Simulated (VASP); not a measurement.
Al3Cu: single point with r2SCAN

Al3Cu:

```xyz
4
Lattice="2.8362 0.0000 0.0000 0.0000 2.7114 0.0000 0.0000 0.0000 7.5919" Properties=species:S:1:pos:R:3 pbc="T T T"
Al    0.0000    0.0000    3.7959
Al    1.4181    1.3557    1.6903
Al    1.4181    1.3557    5.9016
Cu    0.0000    0.0000    0.0000
```

This cell differs from its parent crystal: strain +0.0225 x Voigt [1, -1, 0, 0, 0, 0].

| Property | Result |
| --- | --- |
| Program | VASP 6.6.1 |
| Task | single point |
| Functional | r2SCAN |
| Potentials or basis | VASP PAW PBE potentials, release 64 (Al, Cu) |
| Cutoff | 520 eV |
| k mesh | 18 × 18 × 6 |
| Occupations | gaussian, width 0.15 eV |
| Spin | no spin polarisation |
| Dipole correction | no |
| Further INCAR settings | ALGO = Normal; EDIFF = 1e-06; NBANDS = 18 |

```json
{"Pressure": "0.0 GPa", "Largest force": "0.042 eV/Å", "Band gap on the k mesh": "zero (bands 10 and 11 overlap by 6.58 eV)"}
```

Forces on the atoms (eV/Å):
```
Al   0.000  0.000  0.000
Al   0.000  0.000  0.042
Al   0.000  0.000 -0.042
Cu   0.000  0.000  0.000
```

Stress tensor (GPa, compression positive):
```
-3.04  0.00  0.00
 0.00  3.53  0.00
 0.00  0.00 -0.43
```

Levels at points of the mesh, in eV from the Fermi level:
```
           k point  band 8  band 9  band 10  band 11  band 12  band 13
(0.00, 0.00, 0.00)   -3.38   -1.99     0.54     6.26     6.54     8.11
(0.50, 0.00, 0.00)   -3.78   -3.62    -2.65    -2.17     2.58     3.82
(0.00, 0.50, 0.00)   -3.73   -3.72    -2.27    -1.71     2.95     4.31
(0.50, 0.50, 0.00)   -0.48   -0.32     0.06     0.22     0.32     0.65
(0.00, 0.00, 0.50)   -3.71   -3.38     4.29     5.86     6.54     6.86
(0.50, 0.00, 0.50)   -3.62   -2.89    -1.34    -1.25    -0.16     0.67
(0.00, 0.50, 0.50)   -3.72   -2.68    -0.87    -0.84     0.32     1.16
(0.50, 0.50, 0.50)   -1.84   -1.76    -0.52    -0.50     0.63     1.96
```

Wall time 18 min on 1 thread of Intel Xeon 8259CL, on a shared host, peak memory 0.48 GiB.

Caveat: the cell differs from its parent crystal (strain +0.0225 x Voigt [1, -1, 0, 0, 0, 0]); the PAW data sets were made with another functional, which shifts forces and pressure a little.
